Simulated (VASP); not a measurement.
Write the native input for VASP 6.6.1 that does the following.

```yaml
Task: relaxation of cell and atoms
Functional: r2SCAN
Potentials_or_basis: VASP PAW PBE potentials, release 64 (Ta_pv, K_sv, O)
Cutoff: 840 eV
k_mesh: 7 × 7 × 7
Occupations: gaussian, width 0.03 eV
Spin: no spin polarisation
Tolerance_level: tight
Purpose: cell
Passes: 3
Further_INCAR_settings: ALGO = Normal; EDIFF = 1e-07
```

The system is KTaO3.

```
Ta K O
1.0
     4.11704    0.00000    0.00000
     0.00000    4.11704    0.00000
     0.00000    0.00000    4.11704
Ta K O
1 1 3
Cartesian
  0.0000 0.0000 0.0000
  2.0585 2.0585 2.0585
  0.0000 0.0000 2.0585
  0.0000 2.0585 0.0000
  2.0585 0.0000 0.0000
```

The input as run:

POSCAR

```
KTaO3
1.0
    4.1170427845      0.0000000000      0.0000000000
    0.0000000000      4.1170427845      0.0000000000
    0.0000000000      0.0000000000      4.1170427845
Ta K O
1 1 3
Direct
    0.0000000000      0.0000000000      0.0000000000
    0.5000000000      0.5000000000      0.5000000000
    0.0000000000      0.0000000000      0.5000000000
    0.0000000000      0.5000000000      0.0000000000
    0.5000000000      0.0000000000      0.0000000000
```

INCAR.step1

```
SYSTEM = KTaO3
METAGGA = R2SCAN ; ISMEAR = 0
SIGMA = 0.03 ; LWAVE = .False.
LCHARG = .False. ; NSW = 80
PREC = Accurate ; LASPH = .True.
LREAL = .False. ; ALGO = Normal
EDIFF = 1E-7 ; NELM = 120
GGA_COMPAT = .False. ; IBRION = 2
ISIF = 3 ; EDIFFG = -0.002
NELMIN = 4 ; ENCUT = 840
EFERMI = MIDGAP ; LMIXTAU = .True.
KPAR = 8 ; POTIM = 0.5
```

INCAR.step4

```
SYSTEM = KTaO3
METAGGA = R2SCAN ; ISMEAR = 0
SIGMA = 0.03 ; LWAVE = .False.
LCHARG = .False. ; PREC = Accurate
LASPH = .True. ; LREAL = .False.
ALGO = Normal ; EDIFF = 1E-7
NELM = 120 ; GGA_COMPAT = .False.
ISIF = 2 ; ENCUT = 840
EFERMI = MIDGAP ; LMIXTAU = .True.
KPAR = 8
```

KPOINTS

```
Automatic mesh
0
Gamma
  7 7 7
  0 0 0
```

Potentials or basis: VASP PAW PBE potentials, release 64 (Ta_pv, K_sv, O).

Launch:

```sh
$ cat potpaw_PBE.64/Ta_pv/POTCAR potpaw_PBE.64/K_sv/POTCAR potpaw_PBE.64/O/POTCAR > POTCAR
$ cp INCAR.step1 INCAR
$ cp POSCAR.step1 POSCAR
$ mpirun -np 8 vasp_std > vasp.out
$ cp CONTCAR POSCAR
$ mpirun -np 8 vasp_std > vasp.out
$ cp CONTCAR POSCAR
$ mpirun -np 8 vasp_std > vasp.out
$ cp CONTCAR POSCAR
$ cp INCAR.step4 INCAR
$ mpirun -np 8 vasp_std > vasp.out
```

It gave:

```json
{
  "Relaxed volume": "12.76 Å³/atom",
  "Relaxed cell": "a = 3.996 Å, b = 3.996 Å, c = 3.996 Å, α = 90.00°, β = 90.00°, γ = 90.00°",
  "Space group after relaxing (to 0.1 Å)": "Pm-3m (No. 221)",
  "Energy gained by relaxing": "61.5 meV/atom",
  "Ionic steps": "11",
  "Pressure after relaxing": "0.0 GPa",
  "Band gap on the k mesh": "2.65 eV (least direct gap 3.24 eV)"
}
```

Caveat: the PAW data sets were made with another functional, which shifts forces and pressure a little; spin-orbit coupling is left out, which moves the levels of the heavy elements; an odd mesh through Γ misses points on the zone boundary, where band edges can lie.

It took 9.5 min on 8 MPI ranks on Intel(R) Xeon(R) Platinum 8375C CPU @ 2.90GHz (Ice Lake), with other jobs on the host, peak memory 0.36 GiB a rank.
